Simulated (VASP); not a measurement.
Ca: single point with PBE

The system is Ca.

```
CELL_PARAMETERS angstrom
3.95946 0.02770 0.02623
-1.95574 3.38743 0.00002
0.04297 0.02484 6.65575
ATOMIC_POSITIONS crystal
Ca 0.32758 0.66379 0.23497
Ca 0.67242 0.33621 0.76503
```

This cell differs from its parent crystal: strained and its atoms moved.

* Program: VASP 6.6.1
* Task: single point
* Functional: PBE
* Potentials or basis: VASP PAW PBE potentials, release 64 (Ca_sv)
* Cutoff: 520 eV
* k mesh: 12 × 12 × 6
* Occupations: gaussian, width 0.1 eV
* Spin: no spin polarisation
* Dipole correction: no
* Further INCAR settings: ALGO = Normal; EDIFF = 1e-06; NBANDS = 17

| Property | Result |
| --- | --- |
| Pressure | -0.7 GPa |
| Largest force | 0.250 eV/Å |
| Band gap on the k mesh | zero (bands 10 and 11 overlap by 0.64 eV) |

Forces in eV/Å, atoms in the order of the input:
```
Ca  -0.005 -0.003  0.250
Ca   0.005  0.003 -0.250
```

Stress tensor (GPa, compression positive):
```
-0.58 -0.11 -0.08
-0.11 -0.45 -0.05
-0.08 -0.05 -1.21
```

Levels at points of the mesh, in eV from the Fermi level:
```
           k point  band 7  band 8  band 9  band 10  band 11  band 12  band 13  band 14
(0.00, 0.00, 0.00)  -23.12  -23.12   -3.98    -1.15    -0.37     2.10     2.13     2.27
(0.50, 0.00, 0.00)  -23.14  -23.14   -1.12    -0.74     0.24     0.38     1.15     1.73
(0.00, 0.50, 0.00)  -23.14  -23.14   -1.07    -0.67     0.22     0.37     1.29     1.78
(0.00, 0.00, 0.50)  -23.12  -23.12   -3.16    -2.94     1.02     1.48     2.14     2.17
(0.50, 0.00, 0.50)  -23.14  -23.14   -0.74    -0.68     0.00     0.08     1.17     1.51
(0.00, 0.50, 0.50)  -23.15  -23.14   -0.67    -0.65     0.07     0.10     1.25     1.52
```

Run time: 2.4 min on 1 thread of AMD EPYC 9R45 96-Core Processor (Zen 5), with other jobs on the host, peak memory 0.4 GiB.

Caveat: the cell differs from its parent crystal (strained and its atoms moved).
